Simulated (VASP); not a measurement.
# Si16Ge (a cell with a defect) in VASP: single point with PBE+D3(BJ)

Aim: the single point of Si16Ge (a cell with a defect) with PBE+D3(BJ).

Program: VASP 6.6.1. These are calculated values, not measurements. Logs are shortened: lines on timing, memory, paths and dates and some standing lists are left out, and cuts for length are marked.

### 1 The cell of the first run

The cell holds a defect, 17 atoms: a = 7.679 Å, b = 7.679 Å, c = 7.679 Å, α = 60.00°, β = 60.00°, γ = 60.00°.

### 2 Single point, PBE+D3(BJ)

File INCAR:

```
PREC = Accurate
ENCUT = 520
EDIFF = 1E-6
ISMEAR = -1
SIGMA = 0.05
LREAL = Auto
LASPH = T
NELM = 80
ALGO = Normal
ISIF = 2
LWAVE = F
LCHARG = F
GGA = PE
IVDW = 12
NBANDS = 53
```

File KPOINTS:

```
Automatic mesh
0
Gamma
  2 2 2
```

File POSCAR:

```
Si16Ge
1.0
    0.0000000000      5.4300000000      5.4300000000
    5.4300000000      0.0000000000      5.4300000000
    5.4300000000      5.4300000000      0.0000000000
Si Ge
16 1
Direct
   -0.0000934411     -0.0012137722      0.0017104285
    0.1213579814      0.1214216133      0.1211144543
   -0.0046055766     -0.0044832960      0.5046175147
    0.1205344619      0.1207049831      0.6381720149
   -0.0041167789      0.5041560207     -0.0042878957
    0.1216195163      0.6353059325      0.1214414998
   -0.0044921957      0.5043559537      0.5045957114
    0.1266442246      0.6243768876      0.6245752277
    0.5043622215     -0.0042004014     -0.0044938563
    0.6364106707      0.1213290576      0.1209813890
    0.5045105146     -0.0045234934      0.5046260912
    0.6242999372      0.1269920920      0.6244174532
    0.5043076109      0.5041847799     -0.0043481467
    0.6246646750      0.6245835622      0.1261136800
    0.5000162540      0.5003135322      0.4995732463
    0.6243839751      0.6243478340      0.6245289690
    0.2498065494      0.2480414144      0.2528422187
```

Potentials or basis: VASP PAW PBE potentials, release 64 (Si, Ge_d).

On the command line:

```bash
$ cat potpaw_PBE.64/Si/POTCAR potpaw_PBE.64/Ge_d/POTCAR > POTCAR
$ mpirun -np 1 vasp_std > vasp.out
```

OUTCAR:

```text
PREC = Accurate
   ENCUT = 520
   EDIFF = 1E-6
   ISMEAR = -1
   LREAL = Auto
   LASPH = T
   NELM = 80
   ISIF = 2
   GGA = PE
   IVDW = 12
 IVDW          = 12

 ion  position               nearest neighbor table
   1  1.000  0.999  0.002-   6 2.28   2 2.28  10 2.28   4 2.28
   2  0.121  0.121  0.121-   1 2.28   5 2.40   9 2.40   3 2.40  17 2.43
   3  0.995  0.996  0.505-  12 2.33   8 2.33   2 2.40   4 2.41  17 2.75
   4  0.121  0.121  0.638-   1 2.28   7 2.41   3 2.41  11 2.41  17 2.42
   5  0.996  0.504  0.996-   8 2.33  14 2.33   6 2.40   2 2.40  17 2.78
   6  0.122  0.635  0.121-   1 2.28   5 2.40  13 2.40   7 2.40  17 2.43
   7  0.996  0.504  0.505-  16 2.33   8 2.33   6 2.40   4 2.41  17 2.76
   8  0.127  0.624  0.625-   5 2.33   7 2.33   3 2.33  15 2.34
   9  0.504  0.996  0.996-  12 2.33  14 2.33   2 2.40  10 2.40  17 2.77
  10  0.636  0.121  0.121-   1 2.28  13 2.40   9 2.40  11 2.41  17 2.42
  11  0.505  0.995  0.505-  12 2.33  16 2.33  10 2.41   4 2.41  17 2.75
  12  0.624  0.127  0.624-   9 2.33   3 2.33  11 2.33  15 2.34
  13  0.504  0.504  0.996-  16 2.33  14 2.33   6 2.40  10 2.40  17 2.77
  14  0.625  0.625  0.126-   5 2.33  13 2.33   9 2.33  15 2.34
  15  0.500  0.500  0.500-  12 2.34  16 2.34   8 2.34  14 2.34
  16  0.624  0.624  0.625-  13 2.33   7 2.33  11 2.33  15 2.34
  17  0.250  0.248  0.253-   4 2.42  10 2.42   2 2.43   6 2.43  11 2.75   3 2.75   7 2.76   9 2.77
                            13 2.77   5 2.78

  LATTYP: Found a face centered cubic cell.
 ALAT       =    10.8600000000

  Lattice vectors:

 A1 = (   0.0000000000,   5.4300000000,   5.4300000000)
 A2 = (   5.4300000000,   0.0000000000,   5.4300000000)
 A3 = (   5.4300000000,   5.4300000000,   0.0000000000)

Analysis of symmetry for initial positions (statically):
=====================================================================
 Subroutine PRICEL returns:
 Original cell was already a primitive cell.

 Routine SETGRP: Setting up the symmetry group for a
 face centered cubic supercell.

 Subroutine GETGRP returns: Found  1 space group operations
 (whereof  1 operations were pure point group operations)
 out of a pool of 48 trial point group operations.

The static configuration has the point symmetry C_1 .

Analysis of symmetry for dynamics (positions and initial velocities):
=====================================================================
 Subroutine PRICEL returns:
 Original cell was already a primitive cell.

 Routine SETGRP: Setting up the symmetry group for a
 face centered cubic supercell.

 Subroutine GETGRP returns: Found  1 space group operations
 (whereof  1 operations were pure point group operations)
 out of a pool of 48 trial point group operations.

The dynamic configuration has the point symmetry C_1 .
[... 121 lines left out ...]
   TEBEG  =    0.0;   TEEND  =   0.0 temperature during run
   PSTRESS=    0.0 pullay stress
   NELECT =      78.0000    total number of electrons
   NUPDOWN=      -1.0000    fix difference up-down
   EMIN   =  10.00;   EMAX   =-10.00  energy-range for DOS
   EFERMI =   0.00;   METHOD = LEGACY
   ISMEAR =    -1;   SIGMA  =   0.05  broadening in eV -4-tet -1-fermi 0-gaus
   EFERMI_NEDOS =   21; number of points for ismear=-14 and -15
   IALGO  =     38    algorithm
   IMIX   =      4    mixing-type and parameters
     AMIX     =   0.40;   BMIX     =  1.00
     AMIX_MAG =   1.60;   BMIX_MAG =  1.00
  volume/ion in A,a.u.               =      18.84       127.11
  Fermi-wavevector in a.u.,A,eV,Ry     =   1.022421  1.932096 14.222785  1.045345
  Thomas-Fermi vector in A             =   2.156100
   LORBIT       =      0    0 simple, 1 ext, 2 COOP (PROOUT), +10 PAW based schemes
   GGA     = PE    functional components
   LHFCALC =     F    Hartree Fock is set to
   AEXX    =    0.0000 exact exchange contribution
   IVDW    =    12    specifies the selected vdW correction
   LEPSILON=     F    determine dielectric tensor
   LRPA    =     F    only Hartree local field effects (RPA)
 non-spin polarized calculation
  energy-cutoff  :      520.00
  volume of cell :      320.21
 maximum number of plane-waves:      8646
 NGX is ok and might be reduce to    60
   NGX = 29   NGY = 29   NGZ = 29

 number of electron      78.0000000 magnetization

 Free energy of the ion-electron system (eV)
  ---------------------------------------------------
  ext. energy  EPLUGINS =         0.00000000
  ---------------------------------------------------
  free energy    TOTEN  =       -86.71482726 eV

  energy without entropy =      -86.68051690  energy(sigma->0) =      -86.69767208

 E-fermi :   6.9077     XC(G=0):  -9.7485

 val. band max:        6.6884298858   @ k =   0.0000   0.0000   0.0000
 cond. band min:       6.9534067572   @ k =   0.0000   0.0000   0.0000
 fundamental gap:      0.2649768714
 Fermi energy:         6.9077300690

 k-point     1 :       0.0000    0.0000    0.0000
  band No.  band energies     occupation
      1     -18.2385      2.00000
      2     -18.2385      2.00000
      3     -18.2385      2.00000
      4     -18.2248      2.00000
      5     -18.2247      2.00000
      6      -6.5229      2.00000
[... 421 lines left out ...]
     50      10.3277      0.00000
     51      10.3350      0.00000
 [bands above 51 left out]

------------------------ aborting loop because EDIFF is reached ----------------------------------------

 Edisp (eV)   -5.66656

 E8    (eV) :    -2.3554

  FORCE on cell =-STRESS in cart. coord.  units (eV):
  Direction    XX          YY          ZZ          XY          YZ          ZX
  --------------------------------------------------------------------------------------
  -------------------------------------------------------------------------------------
  Total       7.49833     7.49682     7.49678     0.04974    -0.02409    -0.06035
  in kB      37.51850    37.51097    37.51076     0.24888    -0.12052    -0.30194
  external pressure =       37.51 kB  Pullay stress =        0.00 kB

 VOLUME and BASIS-vectors are now :
 -----------------------------------------------------------------------------
  energy-cutoff  :      520.00
  volume of cell :      320.21
      direct lattice vectors                 reciprocal lattice vectors
     0.000000000  5.430000000  5.430000000    -0.092081031  0.092081031  0.092081031
     5.430000000  0.000000000  5.430000000     0.092081031 -0.092081031  0.092081031
     5.430000000  5.430000000  0.000000000     0.092081031  0.092081031 -0.092081031

 POSITION                                       TOTAL-FORCE (eV/Angst)
 -----------------------------------------------------------------------------------
      5.43270      5.43878     10.85290        -0.001436     -0.003456      0.002135
      1.31697      1.31663      1.31829         0.008364      0.014054     -0.001929
      8.14573      8.14506     10.81065         0.005867      0.006587      0.001189
      4.12070      4.11978      1.30993        -0.000101      0.006400     -0.004355
      8.14428     10.81436      8.14521        -0.002270     -0.006301     -0.002153
      4.10914      1.31982      4.11011        -0.001229      0.011660     -0.010178
[... 9 lines left out ...]
      6.78140      6.78160      6.78061        -0.010120     -0.011754     -0.006793
      2.71980      2.72938      2.70331        -0.015266     -0.038374      0.031634
 -----------------------------------------------------------------------------------
    total drift:                               -0.001423      0.000046     -0.000719

  FREE ENERGIE OF THE ION-ELECTRON SYSTEM (eV)
  ---------------------------------------------------
  free  energy   TOTEN  =       -92.3813840233 eV

  energy  without entropy=      -92.3470736645  energy(sigma->0) =      -92.36422884
```

stdout:

```text
POSCAR found type information on POSCAR SiGe
 POSCAR found :  2 types and      17 ions
 scaLAPACK will be used
 LDA part: xc-table for (Slater+PW92), standard interpolation
 POSCAR, INCAR and KPOINTS ok, starting setup
 FFT: planning ... GRIDC
 FFT: planning ... GRID_SOFT
 FFT: planning ... GRID
 WAVECAR not read
 entering main loop
```

It took 1.8 min on 1 thread of Intel Xeon 6975P-C (Granite Rapids), shared host; peak memory 0.48 GiB.

What came out:

- Free energy: -92.3814 eV
- Pressure: 3.8 GPa
- Largest force: 0.052 eV/Å
- Band gap on the k mesh: zero (band 39 reaches 6.99 eV, above the bottom of band 40 at 6.68 eV)
- Dispersion energy per atom: -0.333 eV

Forces in eV/Å, atoms in the order of the input:
```
Si  -0.001 -0.003  0.002
Si   0.008  0.014 -0.002
Si   0.006  0.007  0.001
Si   0.000  0.006 -0.004
Si  -0.002 -0.006 -0.002
Si  -0.001  0.012 -0.010
Si   0.001  0.008 -0.008
Si  -0.011  0.007  0.012
Si  -0.004  0.001  0.001
Si   0.009  0.002 -0.013
Si   0.005 -0.002 -0.006
Si   0.008 -0.010  0.010
Si  -0.004  0.004  0.006
Si   0.012  0.010 -0.011
Si   0.000  0.000  0.000
Si  -0.010 -0.012 -0.007
Ge  -0.015 -0.038  0.032
```

Caveat: the k points lie up to 0.50 Å⁻¹ apart.
